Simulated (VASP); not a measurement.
# NaCl in VASP: further runs, part 2 of 2

VASP 6.6.1. The steps go on from the part before.

### 4 Single point, PBE (strain +3.0%)

The input, INCAR:

```
  PREC = Accurate
  ENCUT = 520
  EDIFF = 1E-6
  ISMEAR = 0
  SIGMA = 0.01
  LREAL = F
  LASPH = T
  NELM = 100
  ALGO = Normal
  ISIF = 2
  LWAVE = F
  LCHARG = F
  GGA = PE
  NBANDS = 14
```

The input, KPOINTS:

```
Automatic mesh
0
Gamma
  4 4 4
```

The input, POSCAR:

```
NaCl
1.0
    0.0000000000      2.8867798043      2.8867798043
    2.8867798043      0.0000000000      2.8867798043
    2.8867798043      2.8867798043      0.0000000000
Na Cl
1 1
Direct
    0.0000000000      0.0000000000      0.0000000000
    0.5000000000      0.5000000000      0.5000000000
```

Potentials or basis: VASP PAW PBE potentials, release 64 (Na_pv, Cl).

On the command line:

```
cat potpaw_PBE.64/Na_pv/POTCAR potpaw_PBE.64/Cl/POTCAR > POTCAR
mpirun -np 1 vasp_std > vasp.out
```

OUTCAR:

```text
PREC = Accurate
   ENCUT = 520
   EDIFF = 1E-6
   ISMEAR = 0
   LREAL = F
   LASPH = T
   NELM = 100
   ISIF = 2
   GGA = PE

 ion  position               nearest neighbor table
   1  0.000  0.000  0.000-
   2  0.500  0.500  0.500-

  LATTYP: Found a face centered cubic cell.
 ALAT       =     5.7735596086

  Lattice vectors:

 A1 = (   0.0000000000,   2.8867798043,   2.8867798043)
 A2 = (   2.8867798043,   0.0000000000,   2.8867798043)
 A3 = (   2.8867798043,   2.8867798043,   0.0000000000)

Analysis of symmetry for initial positions (statically):
=====================================================================
 Subroutine PRICEL returns:
 Original cell was already a primitive cell.

 Routine SETGRP: Setting up the symmetry group for a
 face centered cubic supercell.

 Subroutine GETGRP returns: Found 48 space group operations
 (whereof 48 operations were pure point group operations)
 out of a pool of 48 trial point group operations.

The static configuration has the point symmetry O_h .

Analysis of symmetry for dynamics (positions and initial velocities):
=====================================================================
 Subroutine PRICEL returns:
 Original cell was already a primitive cell.

 Routine SETGRP: Setting up the symmetry group for a
 face centered cubic supercell.

 Subroutine GETGRP returns: Found 48 space group operations
 (whereof 48 operations were pure point group operations)
 out of a pool of 48 trial point group operations.

The dynamic configuration has the point symmetry O_h .

 Subroutine INISYM returns: Found 48 space group operations
 (whereof 48 operations are pure point group operations),
 and found     1 'primitive' translations

----------------------------------------------------------------------------------------

                                     Primitive cell
[... 100 lines left out ...]
   LHFCALC =     F    Hartree Fock is set to
   AEXX    =    0.0000 exact exchange contribution
   IVDW    =     0    specifies the selected vdW correction
   LEPSILON=     F    determine dielectric tensor
   LRPA    =     F    only Hartree local field effects (RPA)
 non-spin polarized calculation
 Gauss-broadening in eV      SIGMA  =   0.01
  energy-cutoff  :      520.00
  volume of cell :       48.11
 maximum number of plane-waves:      1314
   NGX = 15   NGY = 15   NGZ = 15

 number of electron      13.9999997 magnetization

 Free energy of the ion-electron system (eV)
  ---------------------------------------------------
  ext. energy  EPLUGINS =         0.00000000
  ---------------------------------------------------
  free energy    TOTEN  =        -6.77130634 eV

  energy without entropy =       -6.77130634  energy(sigma->0) =       -6.77130634

 E-fermi :  -1.0100     XC(G=0):  -7.8699

 val. band max:       -1.1152962893   @ k =   0.0000   0.0000   0.0000
 cond. band min:       3.7323644488   @ k =   0.0000   0.0000   0.0000
 fundamental gap:      4.8476607381
 Fermi energy:        -1.0099850065

 k-point     1 :       0.0000    0.0000    0.0000
  band No.  band energies     occupation
      1     -22.0823      2.00000
      2     -22.0823      2.00000
      3     -22.0823      2.00000
      4     -13.6264      2.00000
      5      -1.1153      2.00000
      6      -1.1153      2.00000
      7      -1.1153      2.00000
      8       3.7324      0.00000
      9       9.9228      0.00000
     10       9.9228      0.00000
     11       9.9228      0.00000
     12      11.9952      0.00000
     13      11.9952      0.00000
     14      13.4852      0.00000
[... 105 lines left out ...]
      1     -22.0926      2.00000
      2     -22.0926      2.00000
      3     -22.0896      2.00000
      4     -13.2989      2.00000
      5      -2.1686      2.00000
      6      -2.1686      2.00000
      7      -1.7814      2.00000
      8       7.4145      0.00000
      9       8.3948      0.00000
     10       8.3948      0.00000
     11       9.8844      0.00000
     12      14.0709      0.00000
     13      14.0709      0.00000
     14      14.6781      0.00000

------------------------ aborting loop because EDIFF is reached ----------------------------------------

  FORCE on cell =-STRESS in cart. coord.  units (eV):
  Direction    XX          YY          ZZ          XY          YZ          ZX
  --------------------------------------------------------------------------------------
  -------------------------------------------------------------------------------------
  Total       -0.2665701     -0.2665701     -0.2665701      0.0000000      0.0000000     -0.0000000
  in kB       -8.8766891     -8.8766891     -8.8766891      0.0000000      0.0000000     -0.0000000
  external PRESSURE =      -8.8766891 kB  Pullay stress =       0.0000000 kB

 VOLUME and BASIS-vectors are now :
 -----------------------------------------------------------------------------
  energy-cutoff  :      520.00
  volume of cell :       48.11
      direct lattice vectors                 reciprocal lattice vectors
     0.000000000  2.886779804  2.886779804    -0.173203373  0.173203373  0.173203373
     2.886779804  0.000000000  2.886779804     0.173203373 -0.173203373  0.173203373
     2.886779804  2.886779804  0.000000000     0.173203373  0.173203373 -0.173203373

 POSITION                                       TOTAL-FORCE (eV/Angst)
 -----------------------------------------------------------------------------------
      0.00000      0.00000      0.00000        -0.000000     -0.000000     -0.000000
      2.88678      2.88678      2.88678         0.000000      0.000000      0.000000
 -----------------------------------------------------------------------------------
    total drift:                               -0.000000      0.000000      0.000000

  FREE ENERGIE OF THE ION-ELECTRON SYSTEM (eV)
  ---------------------------------------------------
  free  energy   TOTEN  =        -6.7713063350 eV

  energy  without entropy=       -6.7713063350  energy(sigma->0) =       -6.77130634
```

Wall time 9.2 s (1 thread of AMD EPYC 7R13, shared host); peak memory 0.13 GiB.

Results:

- Free energy: -6.7713 eV
- Pressure: -0.9 GPa
- Band gap on the k mesh: 4.85 eV

Levels at points of the mesh, in eV from the valence-band top:
```tsv
k point	band 4	band 5	band 6	band 7	band 8	band 9	band 10	band 11
(0.00, 0.00, 0.00)	-12.51	0.00	0.00	0.00	4.85	11.04	11.04	11.04
(0.50, 0.00, 0.00)	-12.24	-1.72	-0.23	-0.23	7.14	10.06	10.79	10.79
(0.50, 0.50, 0.00)	-12.20	-1.48	-0.53	-0.53	7.32	8.12	10.83	14.16
```

Caveat: the k points lie up to 0.47 Å⁻¹ apart; the cell differs from its parent crystal (strain +3.0%).

### 5 Single point, PBE (epitaxial xy strain -3.0%)

The input, INCAR:

```
SYSTEM = NaCl
ALGO = Normal
EDIFF = 1E-7
ENCUT = 520
GGA = PE
ISIF = 2
ISMEAR = 0
LASPH = .TRUE.
LCHARG = .FALSE.
LREAL = .FALSE.
LWAVE = .FALSE.
NBANDS = 14
NELM = 60
PREC = Accurate
SIGMA = 0.01
```

The input, KPOINTS:

```
k-points
0
G
  4 4 4
  0 0 0
```

The input, POSCAR:

```
NaCl
1.0
    0.0000000000      2.7186178739      2.8378127222
    2.7186178739      0.0000000000      2.8378127222
    2.7186178739      2.7186178739      0.0000000000
Na Cl
1 1
Direct
    0.0000000000      0.0000000000      0.0000000000
    0.5000000000      0.5000000000      0.5000000000
```

On the command line:

```
cat potpaw_PBE.64/Na_pv/POTCAR potpaw_PBE.64/Cl/POTCAR > POTCAR
mpirun -np 1 vasp_std > vasp.out
```

Wall time 17 s (1 thread of AMD EPYC 7R13, shared host); peak memory 0.13 GiB.

Results (log left out):

| Property | Result |
| --- | --- |
| Free energy | -6.7312 eV |
| Pressure | 3.0 GPa |
| Band gap on the k mesh | 5.36 eV |

Stress tensor (GPa, compression positive):
```
3.82 0.00 0.00
0.00 3.82 0.00
0.00 0.00 1.38
```

Levels at points of the mesh, in eV from the valence-band top:
```
           k point  band 3  band 4  band 5  band 6  band 7  band 8  band 9  band 10  band 11  band 12
(0.00, 0.00, 0.00)  -20.71  -12.84   -0.02   -0.02    0.00    5.36   10.95    11.29    11.29    13.14
(0.50, 0.00, 0.00)  -20.71  -12.42   -2.15   -0.35   -0.29    7.37   10.92    11.16    11.35    15.43
(0.50, 0.50, 0.00)  -20.72  -12.40   -1.88   -0.61   -0.61    7.75    8.11    11.52    15.49    15.58
(0.50, 0.00, 0.50)  -20.72  -12.36   -1.84   -0.78   -0.64    7.72    7.95    11.93    14.97    15.47
```

Caveat: the k points lie up to 0.49 Å⁻¹ apart; the cell differs from its parent crystal (epitaxial xy strain -3.0%).

### 6 Single point, PBE (strain along [111] +3.0%)

The input, INCAR:

```
SYSTEM = NaCl
PREC = Accurate ; ENCUT = 520
EDIFF = 1E-6 ; ISMEAR = 0
SIGMA = 0.01 ; LREAL = .False.
LASPH = .True. ; NELM = 80
ALGO = Normal ; ISIF = 2
LWAVE = .False. ; LCHARG = .False.
GGA = PE ; NBANDS = 14
```

The input, KPOINTS:

```
regular mesh
0
Gamma
  4 4 4
  0 0 0
```

The input, POSCAR:

```
NaCl
1.0
    0.0560539768      2.8587528159      2.8587528159
    2.8587528159      0.0560539768      2.8587528159
    2.8587528159      2.8587528159      0.0560539768
Na Cl
1 1
Direct
    0.0000000000      0.0000000000      0.0000000000
    0.5000000000      0.5000000000      0.5000000000
```

Potentials or basis: VASP PAW PBE potentials, release 64 (Na_pv, Cl).

On the command line:

```
cat potpaw_PBE.64/Na_pv/POTCAR potpaw_PBE.64/Cl/POTCAR > POTCAR
mpirun -np 1 vasp_std > vasp.out
```

It took 15 s on 1 thread of AMD EPYC 7R13, shared host; peak memory 0.13 GiB.

Results (log left out):

```
Free energy            : -6.7728 eV
Pressure               : 0.4 GPa
Band gap on the k mesh : 5.02 eV
```

Stress tensor (GPa, compression positive):
```
 0.45 -0.26 -0.26
-0.26  0.45 -0.26
-0.26 -0.26  0.45
```

Levels at points of the mesh, in eV from the valence-band top:
```
           k point  band 4  band 5  band 6  band 7  band 8  band 9  band 10  band 11
(0.00, 0.00, 0.00)  -12.67   -0.11    0.00    0.00    5.02   10.81    11.21    11.21
(0.50, 0.00, 0.00)  -12.34   -1.92   -0.35   -0.28    7.19   10.56    10.74    10.97
(0.50, 0.50, 0.00)  -12.30   -1.67   -0.67   -0.57    7.45    8.06    11.19    14.54
(0.50, 0.50, 0.50)  -12.37   -1.95   -0.23   -0.23    7.28   10.29    11.07    11.07
```

Caveat: the k points lie up to 0.48 Å⁻¹ apart; the cell differs from its parent crystal (strain along [111] +3.0%).

### 7 The runs side by side

```csv
level,cell,k mesh,grid for exact exchange (PRECFOCK),share of exact exchange,screening parameter,gap on the mesh (eV),pressure (GPa)
HSE06,"a = 3.964 Å, angles 60.0°, 2 atoms",6 × 6 × 6,Normal,0.25,0.2079 1/Å,6.55,0.7
PBE,"a = 3.964 Å, angles 60.0°, 2 atoms",4 × 4 × 4,-,-,-,5.18,1.3
PBE,"a = 4.083 Å, angles 60.0°, 2 atoms",4 × 4 × 4,-,-,-,4.85,-0.9
PBE,"a = 3.930, b = 3.930, c = 3.845 Å, angles 60.7, 60.7, 58.6°, 2 atoms",4 × 4 × 4,-,-,-,5.36,3.0
PBE,"a = 4.043 Å, angles 58.7°, 2 atoms",4 × 4 × 4,-,-,-,5.02,0.4
```

Alike in all rows: task single point; potentials or basis VASP PAW PBE potentials, release 64 (Na_pv, Cl); no spin polarisation; cutoff (eV) 520; smearing gaussian 0.01 eV.

Caveats: some runs use coarse meshes; the PAW data sets were made with another functional, which shifts forces and pressure a little (at least some runs).

Absolute energies hang on the potentials; compare differences alone.
